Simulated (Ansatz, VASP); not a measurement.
**CuI: VASP beside Ansatz**

```
Cu I
1.0
     0.00000    3.11173    3.11173
     3.11173    0.00000    3.11173
     3.11173    3.11173    0.00000
Cu I
1 1
Direct
  0.00000 0.00000 0.00000
  0.25000 0.25000 0.25000
```

Change from the starting cell: hydrostatic strain +3.3%.

Alike in both runs: task single point; functional r2SCAN; k mesh 8 × 8 × 8; no spin polarisation.

```csv
,VASP,Ansatz
version,VASP 6.6.1,Ansatz 0.2.0
potentials or method,"VASP PAW PBE potentials, release 64 (Cu, I)","plane waves, PAW"
plane-wave cutoff (eV),520,500
occupations,"gaussian, width 0.01 eV",fixed
valence electrons in the cell,18,36
```

```csv
,VASP,Ansatz,Ansatz less VASP
gap on the k mesh at the Fermi level (eV),1.40,1.40,0.000
pressure (GPa),-3.3,-3.3,+0.01
```

VASP's potentials were made for PBE, not for r2SCAN. VASP's potentials hold 18 valence electrons a cell and Ansatz's 36, so a difference there can come from the potentials and not from the codes.

Spin-orbit coupling is off throughout.
